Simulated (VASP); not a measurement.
# Fe (Im-3m) in VASP: notebook

Fe is run at these levels: revPBE; tasks: single point.

All numbers are computed with VASP 6.6.1; they aren't measurements. Logs are shortened: lines on timing, memory, paths and dates and some standing lists are left out, and cuts for length are marked.

## (1) The cell of the first run

The structure is cubic, space group Im-3m (No. 229). Conventional cell: a = 2.853 Å, b = 2.853 Å, c = 2.853 Å, α = 90.00°, β = 90.00°, γ = 90.00°. Fe (site symmetry m-3m) has 14 Fe at 2.47 to 2.85 Å within 3.3 Å.

## (2) Single point, revPBE, collinear spin, ferromagnetic start (11.61 Å³/atom)

Input file INCAR:

```
SYSTEM = Fe
PREC = Accurate
ENCUT = 520
EDIFF = 1E-7
ISMEAR = -1
SIGMA = 0.05
LREAL = .FALSE.
LASPH = .TRUE.
NELM = 150
ALGO = Normal
ISIF = 2
LWAVE = .FALSE.
LCHARG = .TRUE.
ISPIN = 2
MAGMOM = 2.276
LORBIT = 11
LMAXMIX = 4
GGA = RE
LELF = .TRUE.
LVHAR = .TRUE.
NBANDS = 14
```

Input file KPOINTS:

```
regular mesh
0
G
  25 25 25
  0 0 0
```

Input file POSCAR:

```
Fe
1.0
   -1.4263849747      1.4263849747      1.4263849747
    1.4263849747     -1.4263849747      1.4263849747
    1.4263849747      1.4263849747     -1.4263849747
Fe
1
Direct
    0.0000000000      0.0000000000      0.0000000000
```

Potentials or basis: VASP PAW PBE potentials, release 64 (Fe).

Launch:

```
cat potpaw_PBE.64/Fe/POTCAR > POTCAR
mpirun -np 1 vasp_std > vasp.out
```

OUTCAR:

```text
SYSTEM = Fe
   PREC = Accurate
   ENCUT = 520
   EDIFF = 1E-7
   ISMEAR = -1
   LREAL = .FALSE.
   LASPH = .TRUE.
   NELM = 150
   ISIF = 2
   ISPIN = 2
   LORBIT = 11
   GGA = RE

 ion  position               nearest neighbor table
   1  0.000  0.000  0.000-

  LATTYP: Found a body centered cubic cell.
 ALAT       =     2.8527699494

  Lattice vectors:

 A1 = (  -1.4263849747,   1.4263849747,   1.4263849747)
 A2 = (   1.4263849747,  -1.4263849747,   1.4263849747)
 A3 = (   1.4263849747,   1.4263849747,  -1.4263849747)

Analysis of symmetry for initial positions (statically):
=====================================================================
 Subroutine PRICEL returns:
 Original cell was already a primitive cell.

 Routine SETGRP: Setting up the symmetry group for a
 body centered cubic supercell.

 Subroutine GETGRP returns: Found 48 space group operations
 (whereof 48 operations were pure point group operations)
 out of a pool of 48 trial point group operations.

The static configuration has the point symmetry O_h .

Analysis of symmetry for dynamics (positions and initial velocities):
=====================================================================
 Subroutine PRICEL returns:
 Original cell was already a primitive cell.

 Routine SETGRP: Setting up the symmetry group for a
 body centered cubic supercell.

 Subroutine GETGRP returns: Found 48 space group operations
 (whereof 48 operations were pure point group operations)
 out of a pool of 48 trial point group operations.

The dynamic configuration has the point symmetry O_h .

Analysis of structural, dynamic, and magnetic symmetry:
=====================================================================
 Subroutine PRICEL returns:
 Original cell was already a primitive cell.

 Routine SETGRP: Setting up the symmetry group for a
 body centered cubic supercell.

 Subroutine GETGRP returns: Found 48 space group operations
 (whereof 48 operations were pure point group operations)
 out of a pool of 48 trial point group operations.

The overall configuration has the point symmetry O_h .

 Subroutine INISYM returns: Found 48 space group operations
 (whereof 48 operations are pure point group operations),
 and found     1 'primitive' translations

----------------------------------------------------------------------------------------

                                     Primitive cell

  volume of cell :      11.6083

  direct lattice vectors                    reciprocal lattice vectors
    -1.426384975  1.426384975  1.426384975     0.000000000  0.350536502  0.350536502
     1.426384975 -1.426384975  1.426384975     0.350536502  0.000000000  0.350536502
     1.426384975  1.426384975 -1.426384975     0.350536502  0.350536502  0.000000000

  length of vectors
     2.470571247  2.470571247  2.470571247     0.495733476  0.495733476  0.495733476

  position of ions in fractional coordinates (direct lattice)
     0.000000000  0.000000000  0.000000000

  ion indices of the primitive-cell ions
   primitive index   ion index
                 1           1

----------------------------------------------------------------------------------------

 KPOINTS: regular mesh

Automatic generation of k-mesh.
 Grid dimensions read from file:
 generate k-points for:   25   25   25

 Generating k-lattice:

  Cartesian coordinates                     Fractional coordinates (reciprocal lattice)
     0.000000000  0.014021460  0.014021460     0.040000000  0.000000000  0.000000000
     0.014021460  0.000000000  0.014021460     0.000000000  0.040000000  0.000000000
     0.014021460  0.014021460  0.000000000     0.000000000  0.000000000  0.040000000

  Length of vectors
     0.019829339  0.019829339  0.019829339

  Shift w.r.t. Gamma in fractional coordinates (k-lattice)
     0.000000000  0.000000000  0.000000000

 Subroutine IBZKPT returns following result:
 ===========================================

 Found    455 irreducible k-points:

 Following reciprocal coordinates:
            Coordinates               Weight
  0.000000  0.000000  0.000000      1.000000
  0.040000  0.000000  0.000000     12.000000
  0.080000  0.000000  0.000000     12.000000
  0.120000  0.000000  0.000000     12.000000
  0.160000  0.000000  0.000000     12.000000
  0.200000  0.000000  0.000000     12.000000
[... 16 lines left out ...]
  0.400000  0.040000  0.000000     48.000000
  0.440000  0.040000  0.000000     48.000000
 [... further k-points ...]
   k-points           NKPTS =    455   k-points in BZ     NKDIM =    455   number of bands    NBANDS=     14
   number of dos      NEDOS =    301   number of ions     NIONS =      1
   total plane-waves  NPLWV =   5832
   dimension x,y,z NGX =    18 NGY =   18 NGZ =   18
   dimension x,y,z NGXF=    36 NGYF=   36 NGZF=   36
   ions per type =               1
   NGX,Y,Z   is equivalent  to a cutoff of  12.11, 12.11, 12.11 a.u.
   NGXF,Y,Z  is equivalent  to a cutoff of  24.22, 24.22, 24.22 a.u.
 SYSTEM =  Fe
   PREC   = accura    normal or accurate (medium, high low for compatibility)
   ISTART =      0    job   : 0-new  1-cont  2-samecut
   ICHARG =      2    charge: 1-file 2-atom 10-const
   ISPIN  =      2    spin polarized calculation?
   LNONCOLLINEAR =      F non collinear calculations
   LSORBIT =      F    spin-orbit coupling
   LASPH  =      T    aspherical Exc in radial PAW
   ENCUT  =  520.0 eV  38.22 Ry    6.18 a.u.   4.59  4.59  4.59*2*pi/ulx,y,z
   NELM   =    150;   NELMIN=  2; NELMDL= -5     # of ELM steps
   EDIFF  = 0.1E-06   stopping-criterion for ELM
   LREAL  =      F    real-space projection
   EDIFFG = 0.1E-05   stopping-criterion for IOM
   NSW    =      0    number of steps for IOM
   IBRION =     -1    ionic relax: 0-MD 1-quasi-New 2-CG
   NFREE  =      0    steps in history (QN), initial steepest desc. (CG)
   ISIF   =      2    stress and relaxation
   ISYM   =      2    0-nonsym 1-usesym 2-fastsym
   POTIM  = 0.5000    time-step for ionic-motion
   TEBEG  =    0.0;   TEEND  =   0.0 temperature during run
   PSTRESS=    0.0 pullay stress
   NELECT =       8.0000    total number of electrons
   NUPDOWN=      -1.0000    fix difference up-down
   EMIN   =  10.00;   EMAX   =-10.00  energy-range for DOS
   EFERMI =   0.00;   METHOD = LEGACY
   ISMEAR =    -1;   SIGMA  =   0.05  broadening in eV -4-tet -1-fermi 0-gaus
   EFERMI_NEDOS =   21; number of points for ismear=-14 and -15
   IALGO  =     38    algorithm
   IMIX   =      4    mixing-type and parameters
     AMIX     =   0.40;   BMIX     =  1.00
     AMIX_MAG =   1.60;   BMIX_MAG =  1.00
  volume/ion in A,a.u.               =      11.61        78.34
  Fermi-wavevector in a.u.,A,eV,Ry     =   1.446044  2.732626 28.450357  2.091042
  Thomas-Fermi vector in A             =   2.564157
   LORBIT       =     11    0 simple, 1 ext, 2 COOP (PROOUT), +10 PAW based schemes
   GGA     = RE    functional components
   LHFCALC =     F    Hartree Fock is set to
   AEXX    =    0.0000 exact exchange contribution
   IVDW    =     0    specifies the selected vdW correction
   LEPSILON=     F    determine dielectric tensor
   LRPA    =     F    only Hartree local field effects (RPA)
 spin polarized calculation
  energy-cutoff  :      520.00
  volume of cell :       11.61
 maximum number of plane-waves:       327
   NGX =  9   NGY =  9   NGZ =  9

 number of electron       8.0000004 magnetization       2.2445389

 Free energy of the ion-electron system (eV)
  ---------------------------------------------------
  ext. energy  EPLUGINS =         0.00000000
  ---------------------------------------------------
  free energy    TOTEN  =        -7.86263493 eV

  energy without entropy =       -7.85435269  energy(sigma->0) =       -7.85849381

 E-fermi :   5.6712     XC(G=0): -12.9276

 val. band max:        5.6678302757   @ k =  -0.4000   0.4000   0.2400
 cond. band min:       5.6738603427   @ k =  -0.2400   0.2400   0.2400
 fundamental gap:      0.0060300669
 Fermi energy:         5.6712374932

 spin component 1

 k-point     1 :       0.0000    0.0000    0.0000
  band No.  band energies     occupation
      1      -2.5864      1.00000
      2       3.4122      1.00000
      3       3.4122      1.00000
      4       3.4122      1.00000
      5       4.5777      1.00000
      6       4.5777      1.00000
      7      30.5047      0.00000
      8      30.5047      0.00000
      9      30.5047      0.00000
     10      35.4565      0.00000
     11      35.4565      0.00000
     12      37.6655      0.00000
     13      37.6655      0.00000
     14      37.6655      0.00000

 k-point     2 :       0.0400    0.0000    0.0000
  band No.  band energies     occupation
      1      -2.5209      1.00000
      2       3.3947      1.00000
      3       3.4114      1.00000
      4       3.4468      1.00000
      5       4.5598      1.00000
      6       4.5791      1.00000
      7      30.0308      0.00000
      8      30.4097      0.00000
      9      30.4508      0.00000
     10      35.0975      0.00000
     11      35.6904      0.00000
     12      36.3529      0.00000
     13      36.5228      0.00000
     14      37.8472      0.00000
[... 343 lines left out ...]
      1       0.9054      1.00000
      2       2.4375      1.00000
      3       4.4898      1.00000
      4       4.6898      1.00000
      5       5.2285      0.99986
      6       6.0911      0.00023
      7      14.2812      0.00000
      8      23.9080      0.00000
      9      25.7355      0.00000
     10      29.2992      0.00000
     11      32.9143      0.00000
     12      39.3539      0.00000
     13      42.0699      0.00000
     14      47.8502      0.00000

 k-point    24 :       0.4400    0.0400    0.0000
  band No.  band energies     occupation
      1       0.9165      1.00000
      2       2.3930      1.00000
      3       4.5983      1.00000
      4       4.6902      1.00000
      5       5.5728      0.87748
      6       6.4799      0.00000
      7      13.2636      0.00000
      8      23.6842      0.00000
      9      25.4211      0.00000
     10      29.2462      0.00000
     11      32.9225      0.00000
     12      39.5038      0.00000
     13      43.3102      0.00000
     14      46.3215      0.00000

 [... further k-points ...]

 spin component 2

 k-point     1 :       0.0000    0.0000    0.0000
  band No.  band energies     occupation
      1      -2.4605      1.00000
      2       5.4174      0.99380
      3       5.4176      0.99378
      4       5.4176      0.99378
      5       7.4334      0.00000
      6       7.4336      0.00000
      7      30.1746      0.00000
      8      30.1746      0.00000
      9      30.1746      0.00000
     10      35.5828      0.00000
     11      35.5828      0.00000
     12      38.2917      0.00000
     13      38.2917      0.00000
     14      38.2917      0.00000

 k-point     2 :       0.0400    0.0000    0.0000
  band No.  band energies     occupation
      1      -2.3949      1.00000
      2       5.3960      0.99595
      3       5.4140      0.99420
      4       5.4554      0.98685
      5       7.4094      0.00000
      6       7.4350      0.00000
      7      29.7824      0.00000
      8      30.1012      0.00000
      9      30.1490      0.00000
     10      35.3149      0.00000
     11      35.8564      0.00000
     12      37.1898      0.00000
     13      37.2963      0.00000
     14      38.4493      0.00000
[... 343 lines left out ...]
      1       2.0604      1.00000
      2       4.2399      1.00000
      3       5.6582      0.56478
      4       7.2536      0.00000
      5       7.6912      0.00000
      6       8.1939      0.00000
      7      15.4472      0.00000
      8      23.9739      0.00000
      9      26.3061      0.00000
     10      29.6959      0.00000
     11      33.5443      0.00000
     12      39.4171      0.00000
     13      42.2985      0.00000
     14      48.4849      0.00000

 k-point    24 :       0.4400    0.0400    0.0000
  band No.  band energies     occupation
      1       2.2002      1.00000
      2       4.1871      1.00000
      3       6.0053      0.00125
      4       7.2746      0.00000
      5       7.7269      0.00000
      6       8.3805      0.00000
      7      14.5863      0.00000
      8      23.7409      0.00000
      9      25.9722      0.00000
     10      29.6610      0.00000
     11      33.5662      0.00000
     12      39.5035      0.00000
     13      43.5585      0.00000
     14      46.9452      0.00000

 [... further k-points ...]
[... 5 lines left out ...]
  --------------------------------------------------------------------------------------
  -------------------------------------------------------------------------------------
  Total        0.0168633      0.0168633      0.0168633      0.0000000     -0.0000000      0.0000000
  in kB        2.3274668      2.3274668      2.3274668      0.0000000     -0.0000000      0.0000000
  external PRESSURE =       2.3274668 kB  Pullay stress =       0.0000000 kB

 VOLUME and BASIS-vectors are now :
 -----------------------------------------------------------------------------
  energy-cutoff  :      520.00
  volume of cell :       11.61
      direct lattice vectors                 reciprocal lattice vectors
    -1.426384975  1.426384975  1.426384975     0.000000000  0.350536502  0.350536502
     1.426384975 -1.426384975  1.426384975     0.350536502  0.000000000  0.350536502
     1.426384975  1.426384975 -1.426384975     0.350536502  0.350536502  0.000000000

 POSITION                                       TOTAL-FORCE (eV/Angst)
 -----------------------------------------------------------------------------------
      0.00000      0.00000      0.00000         0.000000     -0.000000      0.000000
 -----------------------------------------------------------------------------------
    total drift:                                0.000000      0.000000      0.000000

  FREE ENERGIE OF THE ION-ELECTRON SYSTEM (eV)
  ---------------------------------------------------
  free  energy   TOTEN  =        -7.8626349298 eV

  energy  without entropy=       -7.8543526885  energy(sigma->0) =       -7.85849381

 total charge

# of ion       s       p       d       tot
------------------------------------------
    1        0.477   0.522   6.221   7.220

 magnetization (x)

# of ion       s       p       d       tot
------------------------------------------
    1       -0.015  -0.060   2.323   2.248
```

It took 52 s on 1 thread of Intel Xeon 6975P-C (Granite Rapids), shared host; peak memory 0.21 GiB.

What came out:

```
Free energy                                           : -7.8626 eV
Pressure                                              : 0.2 GPa
Net moment                                            : 2.24 μB per cell
Site moments                                          : Fe +2.25 μB
Valence electrons inside the program's atomic spheres : Fe 7.22
```

Levels at points of the mesh, in eV from the Fermi level:
Spin up:
```tsv
k point	band 1	band 2	band 3	band 4	band 5	band 6	band 7	band 8	band 9	band 10
(0.00, 0.00, 0.00)	-8.26	-2.26	-2.26	-2.26	-1.09	-1.09	24.83	24.83	24.83	29.79
```
Spin down:
| k point | band 1 | band 2 | band 3 | band 4 | band 5 | band 6 |
| --- | --- | --- | --- | --- | --- | --- |
| (0.00, 0.00, 0.00) | -8.13 | -0.25 | -0.25 | -0.25 | 1.76 | 1.76 |

Caveat: the PAW data sets were made with another functional, which shifts forces and pressure a little.

(Part 1 of 2 ends here.)
